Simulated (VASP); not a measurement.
Zn5Cd2Te: single point with PBE

Zn5Cd2Te:

```xyz
8
Lattice="3.1000 0.0000 0.0000 -1.5500 2.6847 0.0000 0.0000 0.0000 19.2469" Properties=species:S:1:pos:R:3 pbc="T T T"
Zn    1.5500    0.8949   11.6101
Zn    0.0000    0.0000    9.6235
Zn    0.0000    1.7898    7.6368
Zn    0.0000    0.0000    5.7261
Zn    0.0000    0.0000   13.5209
Cd    1.5500    0.8949   15.9254
Cd    0.0000    1.7898    3.3215
Te    0.0000    0.0000    0.0000
```

```
Program                : VASP 6.6.1
Task                   : single point
Functional             : PBE
Potentials or basis    : VASP PAW PBE potentials, release 64 (Zn, Cd, Te)
Cutoff                 : 520 eV
k mesh                 : 6 × 6 × 1
Occupations            : gaussian, width 0.2 eV
Spin                   : no spin polarisation
Dipole correction      : no
Further INCAR settings : ALGO = Fast; EDIFF = 1e-07; NBANDS = 55
```

```yaml
Pressure: 0.2 GPa
Largest_force: 0.037 eV/Å
Band_gap_on_the_k_mesh: zero (band 45 reaches 4.34 eV, above the bottom of band 46 at 2.90 eV)
```

Forces in eV/Å, atoms in the order of the input:
```
Zn   0.000  0.000 -0.002
Zn   0.000  0.000  0.000
Zn   0.000  0.000  0.002
Zn   0.000  0.000 -0.037
Zn   0.000  0.000  0.037
Cd   0.000  0.000 -0.014
Cd   0.000  0.000  0.014
Te   0.000  0.000  0.000
```

Stress tensor (GPa, compression positive):
```
0.17 0.00 0.00
0.00 0.17 0.00
0.00 0.00 0.40
```

Levels at points of the mesh, in eV from the Fermi level:
| k point | band 41 | band 42 | band 43 | band 44 | band 45 | band 46 | band 47 | band 48 |
| --- | --- | --- | --- | --- | --- | --- | --- | --- |
| (0.00, 0.00, 0.00) | -5.41 | -5.08 | -2.78 | -1.89 | 0.42 | 2.90 | 4.51 | 4.51 |
| (0.50, 0.00, 0.00) | -2.77 | -2.12 | -1.95 | -1.89 | -0.69 | -0.45 | 0.16 | 0.51 |

It took 68 s on 1 thread of AMD EPYC 7R43 64-Core Processor (Zen 3) (shared host), peak memory 0.26 GiB.

Caveat: the k points lie up to 0.39 Å⁻¹ apart; spin-orbit coupling is left out, which moves the levels of the heavy elements.
